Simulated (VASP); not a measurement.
Crystal: SrAgI3.

```
CELL_PARAMETERS angstrom
5.73467 0.00000 0.00000
-2.86733 4.96637 0.00000
0.00000 0.00000 8.01430
ATOMIC_POSITIONS crystal
Sr 0.00000 0.00000 0.50000
Ag 0.00000 0.00000 0.00000
I 0.50000 0.00000 0.50000
I 0.00000 0.50000 0.50000
I 0.50000 0.50000 0.50000
```

The cell was generated, and may not be a known phase.

```yaml
Program: VASP 6.6.1
Task: relaxation of cell and atoms
Functional: PBE
Potentials_or_basis: VASP PAW PBE potentials, release 64 (Sr_sv, Ag, I)
Cutoff: 600 eV
k_mesh: 6 × 6 × 2
Occupations: gaussian, width 0.1 eV
Spin: no spin polarisation
```

At the start: pressure 16.3 GPa; volume 45.65 Å³/atom.

Question: Where does the relaxation end?

Answer: Over 12 steps the energy falls by 1198.7 meV/atom and the volume is 55.09 Å³/atom (+20.7 %); space group P6/mmm (No. 191, to 0.1 Å) before and after.

Step by step:
```
step  energy change (eV)  largest force (eV/Å)  pressure (GPa)  volume (Å³)
   1              0.0000                0.0000           16.28       228.25
   2             -5.0826                0.0000           -1.78       404.00
   3             -5.7105                0.0000            0.06       325.59
   4             -5.7241                0.0000           -0.55       339.61
   5             -5.7291                0.0000           -0.36       334.84
   6             -5.7281                0.0000           -0.26       332.53
   7             -5.7640                0.0000           -0.26       326.46
   8             -5.8695                0.0000           -0.23       308.29
   9             -5.9927                0.0000            0.12       272.09
  10             -5.9928                0.0000            0.09       273.84
  11             -5.9927                0.0000           -0.12       277.23
  12             -5.9936                0.0000           -0.01       275.47
```

Final structure:
```cif
data_structure
_symmetry_space_group_name_H-M 'P 1'
_symmetry_Int_Tables_number 1
_cell_length_a 6.9910
_cell_length_b 6.9910
_cell_length_c 6.5082
_cell_angle_alpha 90.000
_cell_angle_beta 90.000
_cell_angle_gamma 120.000
_cell_volume 275.47
loop_
_atom_site_label
_atom_site_type_symbol
_atom_site_fract_x
_atom_site_fract_y
_atom_site_fract_z
_atom_site_occupancy
Sr1 Sr 0.00000 0.00000 0.50000 1
Ag1 Ag 0.00000 0.00000 0.00000 1
I1 I 0.50000 0.00000 0.50000 1
I2 I 0.00000 0.50000 0.50000 1
I3 I 0.50000 0.50000 0.50000 1
```

Caveat: the k points lie up to 0.48 Å⁻¹ apart in the final cell, too coarse for converged energies and pressures of a metal; the volume moved by over 15 % at a fixed basis, so the end points are rough.
